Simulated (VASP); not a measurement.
# MoH5 (P6/mmm) in VASP: a series of runs

Runs on MoH5. Level: PBE. Tasks: single point, relaxation of cell and atoms.

All numbers are computed with VASP 6.6.1; they aren't measurements. Logs are shortened: lines on timing, memory, paths and dates and some standing lists are left out, and cuts for length are marked.

## (1) The cell of the first run

It takes space group P6/mmm (No. 191, hexagonal). Conventional cell: a = 2.616 Å, b = 2.616 Å, c = 6.423 Å, α = 90.00°, β = 90.00°, γ = 120.00°. H (site symmetry -6m2) has 6 H at 1.51 Å within 2.0 Å. H (site symmetry 6mm) has 1 H at 1.37 Å within 1.8 Å. Within 1.8 Å of H (site symmetry 6/mmm) lie 8 H at 1.37 to 1.51 Å. Mo (site symmetry 6/mmm) has 2 H at 1.85 Å within 2.4 Å.

## (2) Single point, PBE

INCAR

```
SYSTEM = MoH5
PREC = Accurate
ENCUT = 520
EDIFF = 1E-6
ISMEAR = 0
SIGMA = 0.1
LREAL = .False.
LASPH = .True.
NELM = 100
ALGO = Normal
ISIF = 2
LWAVE = .False.
LCHARG = .False.
GGA = PE
NBANDS = 18
```

KPOINTS

```
regular mesh
0
Gamma
  18 18 6
  0 0 0
```

POSCAR

```
MoH5
1.0
    2.6162600191      0.0000000000      0.0000000000
   -1.3081300096      2.2657476395      0.0000000000
    0.0000000000      0.0000000000      6.4229100347
H Mo
5 1
Direct
    0.3333333333      0.6666666667      0.5000000000
    0.6666666667      0.3333333333      0.5000000000
    0.0000000000      0.0000000000      0.2874128256
    0.0000000000      0.0000000000      0.7125871744
    0.0000000000      0.0000000000      0.5000000000
    0.0000000000      0.0000000000      0.0000000000
```

Potentials or basis: VASP PAW PBE potentials, release 64 (H, Mo_sv).

On the command line:

```
$ cat potpaw_PBE.64/H/POTCAR potpaw_PBE.64/Mo_sv/POTCAR > POTCAR
$ mpirun -np 1 vasp_std > vasp.out
```

OUTCAR:

```text
SYSTEM = MoH5
   PREC = Accurate
   ENCUT = 520
   EDIFF = 1E-6
   ISMEAR = 0
   LREAL = .False.
   LASPH = .True.
   NELM = 100
   ISIF = 2
   GGA = PE

 ion  position               nearest neighbor table
   1  0.333  0.667  0.500-
   2  0.667  0.333  0.500-
   3  0.000  0.000  0.287-   6 1.85
   4  0.000  0.000  0.713-   6 1.85
   5  0.000  0.000  0.500-
   6  0.000  0.000  0.000-   3 1.85   4 1.85

  LATTYP: Found a hexagonal cell.
 ALAT       =     2.6162600191
 C/A-ratio  =     2.4549968229

  Lattice vectors:

 A1 = (   2.6162600191,   0.0000000000,   0.0000000000)
 A2 = (  -1.3081300096,   2.2657476395,   0.0000000000)
 A3 = (   0.0000000000,   0.0000000000,   6.4229100347)

Analysis of symmetry for initial positions (statically):
=====================================================================
 Subroutine PRICEL returns:
 Original cell was already a primitive cell.

 Routine SETGRP: Setting up the symmetry group for a
 hexagonal supercell.

 Subroutine GETGRP returns: Found 24 space group operations
 (whereof 24 operations were pure point group operations)
 out of a pool of 24 trial point group operations.

The static configuration has the point symmetry D_6h.

Analysis of symmetry for dynamics (positions and initial velocities):
=====================================================================
 Subroutine PRICEL returns:
 Original cell was already a primitive cell.

 Routine SETGRP: Setting up the symmetry group for a
 hexagonal supercell.

 Subroutine GETGRP returns: Found 24 space group operations
 (whereof 24 operations were pure point group operations)
 out of a pool of 24 trial point group operations.

The dynamic configuration has the point symmetry D_6h.

 Subroutine INISYM returns: Found 24 space group operations
 (whereof 24 operations are pure point group operations),
 and found     1 'primitive' translations

----------------------------------------------------------------------------------------

                                     Primitive cell

  volume of cell :      38.0736

  direct lattice vectors                    reciprocal lattice vectors
     2.616260019  0.000000000  0.000000000     0.382225005  0.220677710  0.000000000
    -1.308130010  2.265747639  0.000000000     0.000000000  0.441355420  0.000000000
[... 91 lines left out ...]
   ENCUT  =  520.0 eV  38.22 Ry    6.18 a.u.   4.86  4.86 11.94*2*pi/ulx,y,z
   NELM   =    100;   NELMIN=  2; NELMDL= -5     # of ELM steps
   EDIFF  = 0.1E-05   stopping-criterion for ELM
   LREAL  =      F    real-space projection
   EDIFFG = 0.1E-04   stopping-criterion for IOM
   NSW    =      0    number of steps for IOM
   IBRION =     -1    ionic relax: 0-MD 1-quasi-New 2-CG
   NFREE  =      0    steps in history (QN), initial steepest desc. (CG)
   ISIF   =      2    stress and relaxation
   ISYM   =      2    0-nonsym 1-usesym 2-fastsym
   POTIM  = 0.5000    time-step for ionic-motion
   TEBEG  =    0.0;   TEEND  =   0.0 temperature during run
   PSTRESS=    0.0 pullay stress
   NELECT =      19.0000    total number of electrons
   NUPDOWN=      -1.0000    fix difference up-down
   EMIN   =  10.00;   EMAX   =-10.00  energy-range for DOS
   EFERMI =   0.00;   METHOD = LEGACY
   ISMEAR =     0;   SIGMA  =   0.10  broadening in eV -4-tet -1-fermi 0-gaus
   EFERMI_NEDOS =   21; number of points for ismear=-14 and -15
   IALGO  =     38    algorithm
   IMIX   =      4    mixing-type and parameters
     AMIX     =   0.40;   BMIX     =  1.00
     AMIX_MAG =   1.60;   BMIX_MAG =  1.00
  volume/ion in A,a.u.               =       6.35        42.82
  Fermi-wavevector in a.u.,A,eV,Ry     =   1.298528  2.453862 22.941798  1.686175
  Thomas-Fermi vector in A             =   2.429850
   LORBIT       =      0    0 simple, 1 ext, 2 COOP (PROOUT), +10 PAW based schemes
   GGA     = PE    functional components
   LHFCALC =     F    Hartree Fock is set to
   AEXX    =    0.0000 exact exchange contribution
   IVDW    =     0    specifies the selected vdW correction
   LEPSILON=     F    determine dielectric tensor
   LRPA    =     F    only Hartree local field effects (RPA)
 non-spin polarized calculation
 Gauss-broadening in eV      SIGMA  =   0.10
  energy-cutoff  :      520.00
  volume of cell :       38.07
 maximum number of plane-waves:      1044
 NGX is ok and might be reduce to    20
   NGX =  9   NGY =  9   NGZ = 23

 number of electron      19.0000005 magnetization

 Free energy of the ion-electron system (eV)
  ---------------------------------------------------
  ext. energy  EPLUGINS =         0.00000000
  ---------------------------------------------------
  free energy    TOTEN  =       -21.95403062 eV

  energy without entropy =      -21.94563231  energy(sigma->0) =      -21.94983147

 E-fermi :   4.8218     XC(G=0): -10.9259

 val. band max:        4.8058794567   @ k =   0.2778   0.2222   0.5000
 cond. band min:       4.8369342677   @ k =   0.1667   0.1667   0.1667
 fundamental gap:      0.0310548110
 Fermi energy:         4.8217903583

 k-point     1 :       0.0000    0.0000    0.0000
  band No.  band energies     occupation
      1     -56.0858      2.00000
      2     -30.2203      2.00000
      3     -29.0544      2.00000
      4     -29.0544      2.00000
      5      -7.7462      2.00000
      6      -0.3860      2.00000
[... 481 lines left out ...]
      5      -2.3861      2.00000
      6       0.8406      2.00000
[... 10 lines left out ...]
     17      17.9970      0.00000
     18      18.2621      0.00000

 [... further k-points ...]
[... 5 lines left out ...]
  --------------------------------------------------------------------------------------
  -------------------------------------------------------------------------------------
  Total        0.0145721      0.0145721     -0.0240903     -0.0000000      0.0000000     -0.0000000
  in kB        0.6132103      0.6132103     -1.0137464     -0.0000000      0.0000000     -0.0000000
  external PRESSURE =       0.0708914 kB  Pullay stress =       0.0000000 kB

 VOLUME and BASIS-vectors are now :
 -----------------------------------------------------------------------------
  energy-cutoff  :      520.00
  volume of cell :       38.07
      direct lattice vectors                 reciprocal lattice vectors
     2.616260019  0.000000000  0.000000000     0.382225005  0.220677710  0.000000000
    -1.308130010  2.265747639  0.000000000     0.000000000  0.441355420  0.000000000
     0.000000000  0.000000000  6.422910035     0.000000000  0.000000000  0.155692668

 POSITION                                       TOTAL-FORCE (eV/Angst)
 -----------------------------------------------------------------------------------
     -0.00000      1.51050      3.21146         0.000000     -0.000000      0.000000
      1.30813      0.75525      3.21146        -0.000000      0.000000      0.000000
      0.00000      0.00000      1.84603        -0.000000     -0.000000      0.002899
      0.00000      0.00000      4.57688         0.000000      0.000000     -0.002899
      0.00000      0.00000      3.21146        -0.000000      0.000000      0.000000
      0.00000      0.00000      0.00000        -0.000000      0.000000      0.000000
 -----------------------------------------------------------------------------------
    total drift:                               -0.000000      0.000000      0.000000

  FREE ENERGIE OF THE ION-ELECTRON SYSTEM (eV)
  ---------------------------------------------------
  free  energy   TOTEN  =       -21.9540306219 eV

  energy  without entropy=      -21.9456323113  energy(sigma->0) =      -21.94983147
```

OSZICAR:

```text
N       E                     dE             d eps       ncg     rms          rms(c)
DAV:   1     0.108735702402E+03    0.10874E+03   -0.95006E+03  5328   0.973E+02
DAV:   2    -0.203324498419E+02   -0.12907E+03   -0.12510E+03  6600   0.275E+02
DAV:   3    -0.225996841152E+02   -0.22672E+01   -0.22427E+01  6152   0.353E+01
DAV:   4    -0.226074665444E+02   -0.77824E-02   -0.77805E-02  6056   0.237E+00
DAV:   5    -0.226075192437E+02   -0.52699E-04   -0.52698E-04  5796   0.184E-01    0.145E+01
DAV:   6    -0.221669964232E+02    0.44052E+00   -0.26723E+00  5518   0.101E+01    0.406E+00
DAV:   7    -0.220205091345E+02    0.14649E+00   -0.17419E+00  5458   0.420E+00    0.302E+00
DAV:   8    -0.219542190904E+02    0.66290E-01   -0.28252E-01  5460   0.273E+00    0.615E-01
DAV:   9    -0.219546160189E+02   -0.39693E-03   -0.16806E-02  5766   0.776E-01    0.282E-01
DAV:  10    -0.219539974331E+02    0.61859E-03   -0.33260E-03  5634   0.230E-01    0.815E-02
DAV:  11    -0.219540462040E+02   -0.48771E-04   -0.44840E-04  5702   0.917E-02    0.343E-02
DAV:  12    -0.219540339365E+02    0.12268E-04   -0.16036E-04  5766   0.613E-02    0.102E-02
DAV:  13    -0.219540306403E+02    0.32963E-05   -0.13196E-05  5822   0.190E-02    0.174E-03
DAV:  14    -0.219540306219E+02    0.18355E-07   -0.34492E-07  3248   0.406E-03
   1 F= -.21954031E+02 E0= -.21949831E+02  d E =-.839831E-02
```

It took 86 s on 1 thread of Intel Xeon Platinum 8375C at 2.90GHz (Ice Lake), shared host; peak memory 0.22 GiB.

What came out:

- Free energy: -21.9540 eV
- Pressure: 0.0 GPa

Forces in eV/Å, atoms in the order of the input:
```
H    0.000  0.000  0.000
H    0.000  0.000  0.000
H    0.000  0.000  0.003
H    0.000  0.000 -0.003
H    0.000  0.000  0.000
Mo   0.000  0.000  0.000
```

Stress tensor (GPa, compression positive):
```
 0.06  0.00  0.00
 0.00  0.06  0.00
 0.00  0.00 -0.10
```

Levels at points of the mesh, in eV from the Fermi level:
| k point | band 5 | band 6 | band 7 | band 8 | band 9 | band 10 | band 11 | band 12 | band 13 | band 14 |
| --- | --- | --- | --- | --- | --- | --- | --- | --- | --- | --- |
| (0.00, 0.00, 0.00) | -12.57 | -5.21 | -5.06 | -4.05 | -0.47 | -0.47 | 3.12 | 3.12 | 7.35 | 7.69 |
| (0.50, 0.00, 0.00) | -6.78 | -4.62 | -4.62 | -3.11 | -1.10 | -0.95 | 1.88 | 4.18 | 5.41 | 5.61 |
| (0.00, 0.00, 0.50) | -12.46 | -6.86 | -4.70 | -1.84 | -0.47 | -0.47 | 3.12 | 3.12 | 4.43 | 8.01 |
| (0.50, 0.00, 0.50) | -6.44 | -4.81 | -4.65 | -3.43 | -2.72 | 1.88 | 2.53 | 3.37 | 5.61 | 5.64 |

(Continued in part 2 of 2.)
